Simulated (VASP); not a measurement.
# RbBr (Fm-3m) in VASP: vibrations by perturbation theory with PBE

Aim: the vibrations by perturbation theory of RbBr with PBE.

Program: VASP 6.6.1. These are calculated values, not measurements. Logs are shortened: lines on timing, memory, paths and dates and some standing lists are left out, and cuts for length are marked.

## (1) The cell of the first run

The structure is cubic, space group Fm-3m (No. 225). Conventional cell: a = 7.013 Å, b = 7.013 Å, c = 7.013 Å, α = 90.00°, β = 90.00°, γ = 90.00°. Rb (site symmetry m-3m) has 6 Br at 3.51 Å within 4.6 Å. Br (site symmetry m-3m) has 6 Rb at 3.51 Å within 4.6 Å.

## (2) Vibrations by perturbation theory, PBE

File INCAR:

```
SYSTEM = RbBr
PREC = Accurate ; ENCUT = 500
EDIFF = 1E-8 ; ISMEAR = 0
SIGMA = 0.01 ; LREAL = .False.
LASPH = .True. ; NELM = 120
ALGO = Normal ; ISIF = 2
LWAVE = .False. ; LCHARG = .False.
GGA = PE ; IBRION = 8
NSW = 1 ; LEPSILON = .True.
GGA_COMPAT = .False.
```

File KPOINTS:

```
regular mesh
0
Gamma
  6 6 6
  0 0 0
```

File POSCAR:

```
RbBr
1.0
    0.0000000000      3.5064334184      3.5064334184
    3.5064334184      0.0000000000      3.5064334184
    3.5064334184      3.5064334184      0.0000000000
Rb Br
1 1
Direct
    0.0000000000      0.0000000000      0.0000000000
    0.5000000000      0.5000000000      0.5000000000
```

Potentials or basis: VASP PAW PBE potentials, release 64 (Rb_sv, Br).

On the command line:

```console
$ cat potpaw_PBE.64/Rb_sv/POTCAR potpaw_PBE.64/Br/POTCAR > POTCAR
$ mpirun -np 1 vasp_std > vasp.out
```

OUTCAR:

```text
SYSTEM = RbBr
   PREC = Accurate
   ENCUT = 500
   EDIFF = 1E-8
   ISMEAR = 0
   LREAL = .False.
   LASPH = .True.
   NELM = 120
   ISIF = 2
   GGA = PE
   IBRION = 8
   NSW = 1
   LEPSILON = .True.

 ion  position               nearest neighbor table
   1  0.000  0.000  0.000-   2 3.51   2 3.51   2 3.51   2 3.51   2 3.51   2 3.51
   2  0.500  0.500  0.500-   1 3.51   1 3.51   1 3.51   1 3.51   1 3.51   1 3.51

  LATTYP: Found a face centered cubic cell.
 ALAT       =     7.0128668368

  Lattice vectors:

 A1 = (   0.0000000000,   3.5064334184,   3.5064334184)
 A2 = (   3.5064334184,   0.0000000000,   3.5064334184)
 A3 = (   3.5064334184,   3.5064334184,   0.0000000000)

Analysis of symmetry for initial positions (statically):
=====================================================================
 Subroutine PRICEL returns:
 Original cell was already a primitive cell.

 Routine SETGRP: Setting up the symmetry group for a
 face centered cubic supercell.

 Subroutine GETGRP returns: Found 48 space group operations
 (whereof 48 operations were pure point group operations)
 out of a pool of 48 trial point group operations.

The static configuration has the point symmetry O_h .

Analysis of symmetry for dynamics (positions and initial velocities):
=====================================================================
 Subroutine PRICEL returns:
 Original cell was already a primitive cell.

 Routine SETGRP: Setting up the symmetry group for a
 face centered cubic supercell.

 Subroutine GETGRP returns: Found 48 space group operations
 (whereof 48 operations were pure point group operations)
 out of a pool of 48 trial point group operations.

The dynamic configuration has the point symmetry O_h .

 Subroutine INISYM returns: Found 48 space group operations
 (whereof 48 operations are pure point group operations),
 and found     1 'primitive' translations

----------------------------------------------------------------------------------------

                                     Primitive cell

  volume of cell :      86.2237

  direct lattice vectors                    reciprocal lattice vectors
     0.000000000  3.506433418  3.506433418    -0.142595036  0.142595036  0.142595036
     3.506433418  0.000000000  3.506433418     0.142595036 -0.142595036  0.142595036
     3.506433418  3.506433418  0.000000000     0.142595036  0.142595036 -0.142595036

  length of vectors
     4.958845696  4.958845696  4.958845696     0.246981847  0.246981847  0.246981847

  position of ions in fractional coordinates (direct lattice)
     0.000000000  0.000000000  0.000000000
     0.500000000  0.500000000  0.500000000

  ion indices of the primitive-cell ions
   primitive index   ion index
                 1           1
                 2           2

----------------------------------------------------------------------------------------

 KPOINTS: regular mesh

Automatic generation of k-mesh.
 Grid dimensions read from file:
 generate k-points for:    6    6    6

 Generating k-lattice:

  Cartesian coordinates                     Fractional coordinates (reciprocal lattice)
[... 378 lines left out ...]
  ---------------------------------------------------
  ---------------------------------------------------
  free energy    TOTEN  =        -0.40412843 eV

  energy without entropy =       -0.40412843

------------------------ aborting loop because EDIFF is reached ----------------------------------------

--------------------------------------- Ionic step        2  -------------------------------------------

------------------------ aborting loop because EDIFF is reached ----------------------------------------

--------------------------------------- Ionic step        3  -------------------------------------------

------------------------ aborting loop because EDIFF is reached ----------------------------------------

 PIEZOELECTRIC TENSOR FIELD DIRECTION 3  (e Angst)
 -----------------------------------------------------------------------------
    -0.00010  0.00000 -0.00000           (  0.00000  0.00000  0.00000)
     0.00000 -0.00010  0.00000           (  0.00000  0.00000 -0.00000)
     0.00000 -0.00000 -0.00087           (  0.00000 -0.00000  0.00000)

 PIEZOELECTRIC TENSOR FIELD DIRECTION 3  (C/m^2)
 -----------------------------------------------------------------------------
    -0.00002  0.00000 -0.00000
     0.00000 -0.00002  0.00000
     0.00000 -0.00000 -0.00016

--------------------------------------- Ionic step        4  -------------------------------------------

------------------------ aborting loop because EDIFF is reached ----------------------------------------

[... ionic steps 5 to 6 ...]

--------------------------------------- Ionic step        7  -------------------------------------------

 Free energy of the ion-electron system (eV)
  ---------------------------------------------------
  ---------------------------------------------------
  free energy    TOTEN  =        -0.14692945 eV

  energy without entropy =       -0.14692945

------------------------ aborting loop because EDIFF is reached ----------------------------------------

 INTERNAL STRAIN TENSOR  FOR ION    2  DIRECTION 1   (eV/Angst):
 -----------------------------------------------------------------------------
    -0.00667 -0.00000  0.00000
     0.00000  0.00209  0.00000
    -0.00000  0.00000  0.00209

 MACROSCOPIC STATIC DIELECTRIC TENSOR (including local field effects in DFT)
 ------------------------------------------------------
           2.462169     0.000000    -0.000000
           0.000000     2.462169    -0.000000
           0.000000     0.000000     2.462169
 ------------------------------------------------------

 PIEZOELECTRIC TENSOR (including local field effects)  for field in x, y, z        (e  Angst)
          XX          YY          ZZ          XY          YZ          ZX
  --------------------------------------------------------------------------------
  x     0.00000     0.00000     0.00000     0.00000     0.00000     0.00000
  y     0.00000     0.00000     0.00000     0.00000     0.00000     0.00000
  z     0.00000     0.00000     0.00000     0.00000     0.00000     0.00000

 PIEZOELECTRIC TENSOR (including local field effects)  for field in x, y, z        (C/m^2)
          XX          YY          ZZ          XY          YZ          ZX
  --------------------------------------------------------------------------------
  x     0.00000     0.00000     0.00000     0.00000     0.00000     0.00000
  y     0.00000     0.00000     0.00000     0.00000     0.00000     0.00000
  z     0.00000     0.00000     0.00000     0.00000     0.00000     0.00000

 BORN EFFECTIVE CHARGES (including local field effects) (in |e|, cummulative output)
 ---------------------------------------------------------------------------------
 ion    1
    1     1.16364     0.00000     0.00000
    2     0.00000     1.16364     0.00000
    3     0.00000     0.00000     1.16364
 ion    2
    1    -1.16364     0.00000     0.00000
    2     0.00000    -1.16364     0.00000
    3     0.00000     0.00000    -1.16364

 INTERNAL STRAIN TENSOR FOR ION    2 for displacements in x,y,z  (eV/Angst):
          X           Y           Z          XY          YZ          ZX
  --------------------------------------------------------------------------------
  x     0.00000     0.00000     0.00000     0.00000     0.00000     0.00000
  y     0.00000     0.00000     0.00000     0.00000     0.00000     0.00000
  z     0.00000     0.00000     0.00000     0.00000     0.00000     0.00000

 SECOND DERIVATIVES (NOT SYMMETRIZED)
 ------------------------------------
               1X          1Y          1Z          2X          2Y          2Z
  1X    -0.900018    0.000000    0.000000    0.900018    0.000000    0.000000
  1Y     0.000000   -0.900018    0.000000    0.000000    0.900018    0.000000
  1Z     0.000000    0.000000   -0.900018    0.000000    0.000000    0.900018
  2X     0.904838    0.000000    0.000000   -0.904838    0.000000    0.000000
  2Y     0.000000    0.904838    0.000000    0.000000   -0.904838    0.000000
  2Z     0.000000    0.000000    0.904838    0.000000    0.000000   -0.904838

 Eigenvectors and eigenvalues of the dynamical matrix
 ----------------------------------------------------

   1 f  =    2.311116 THz    14.521173 2PiTHz   77.090546 cm-1     9.558005 meV
             X         Y         Z           dx          dy          dz
      0.000000  0.000000  0.000000     0.000000    0.694150    0.000000
      3.506433  3.506433  3.506433     0.000000   -0.719831    0.000000
[... 21 lines left out ...]
   6 f/i=    0.003084 THz     0.019378 2PiTHz    0.102875 cm-1     0.012755 meV
             X         Y         Z           dx          dy          dz
      0.000000  0.000000  0.000000     0.000000    0.000000    0.719831
      3.506433  3.506433  3.506433     0.000000    0.000000    0.694150

--------------------------------------------------------------------------------------------------------

 MACROSCOPIC STATIC DIELECTRIC TENSOR IONIC CONTRIBUTION
 ------------------------------------------------------
           3.148952    -0.000000    -0.000000
          -0.000000     3.148952     0.000000
          -0.000000     0.000000     3.148952
 ------------------------------------------------------

 ELASTIC MODULI CONTR FROM IONIC RELAXATION (kBar)
 Direction    XX          YY          ZZ          XY          YZ          ZX
 --------------------------------------------------------------------------------
 XX           0.0000      0.0000      0.0000      0.0000      0.0000      0.0000
 YY           0.0000      0.0000      0.0000      0.0000      0.0000      0.0000
 ZZ           0.0000      0.0000      0.0000      0.0000      0.0000      0.0000
 XY           0.0000      0.0000      0.0000      0.0000      0.0000      0.0000
 YZ           0.0000      0.0000      0.0000      0.0000      0.0000      0.0000
 ZX           0.0000      0.0000      0.0000      0.0000      0.0000      0.0000
 --------------------------------------------------------------------------------

 PIEZOELECTRIC TENSOR IONIC CONTR  for field in x, y, z        (C/m^2)
          XX          YY          ZZ          XY          YZ          ZX
  --------------------------------------------------------------------------------
  x     0.00000     0.00000     0.00000     0.00000     0.00000     0.00000
  y     0.00000     0.00000     0.00000     0.00000     0.00000     0.00000
  z     0.00000     0.00000     0.00000     0.00000     0.00000     0.00000
```

Wall time 6 min (1 thread of Intel Xeon 8259CL, shared host); peak memory 0.29 GiB.

What came out:

| Item | Value |
| --- | --- |
| Electronic dielectric tensor (diagonal) | 2.46 |
| Born charges (mean of the diagonal) | Rb +1.16; Br -1.16 e |
| Highest phonon frequency at Γ, LO-TO splitting left out | 77 cm⁻¹ |

Phonon frequencies in cm⁻¹ (negative: imaginary):
```csv
q point,frequencies
"(0.000, 0.000, 0.000)",0 0 0 77 77 77
```

Electronic dielectric tensor:
```
2.46 0.00 0.00
0.00 2.46 0.00
0.00 0.00 2.46
```

Born effective charge tensors (e):
atom 1, Rb
```
1.16 0.00 0.00
0.00 1.16 0.00
0.00 0.00 1.16
```
atom 2, Br
```
-1.16  0.00  0.00
 0.00 -1.16  0.00
 0.00  0.00 -1.16
```
